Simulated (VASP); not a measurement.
Here is a VASP 6.6.1 calculation.

File INCAR:

```
SYSTEM = Si
PREC = Accurate
ENCUT = 520
EDIFF = 1E-6
ISMEAR = 0
SIGMA = 0.02
LREAL = .FALSE.
LASPH = .TRUE.
NELM = 60
ALGO = Normal
ISIF = 2
LWAVE = .FALSE.
LCHARG = .FALSE.
GGA = PE
NBANDS = 16
```

Contents of KPOINTS:

```
regular mesh
0
G
  12 12 6
  0 0 0
```

POSCAR

```
Si
1.0
    3.8512806327      0.0000000000      0.0000000000
   -1.9256403163      3.3353068650      0.0000000000
    0.0954753409      0.0000000000      6.3650227251
Si
4
Direct
    0.3323967738      0.6666818977      0.0629512436
    0.6657148761      0.3333181023      0.5629512436
    0.3342851239      0.6666818977      0.4370487564
    0.6676032262      0.3333181023      0.9370487564
```

Potentials or basis: VASP PAW PBE potentials, release 64 (Si).

Launch:

```console
$ cat potpaw_PBE.64/Si/POTCAR > POTCAR
$ mpirun -np 1 vasp_std > vasp.out
```

(1) Estimate the band gap on the k mesh.

(2) Estimate the pressure.

Answers

(1) 0.44 eV (least direct gap 0.98 eV).

(2) -0.1 GPa.

Caveat: the cell differs from its parent crystal (shear of c along a, cell held: +1.5 %, then relaxed in part).
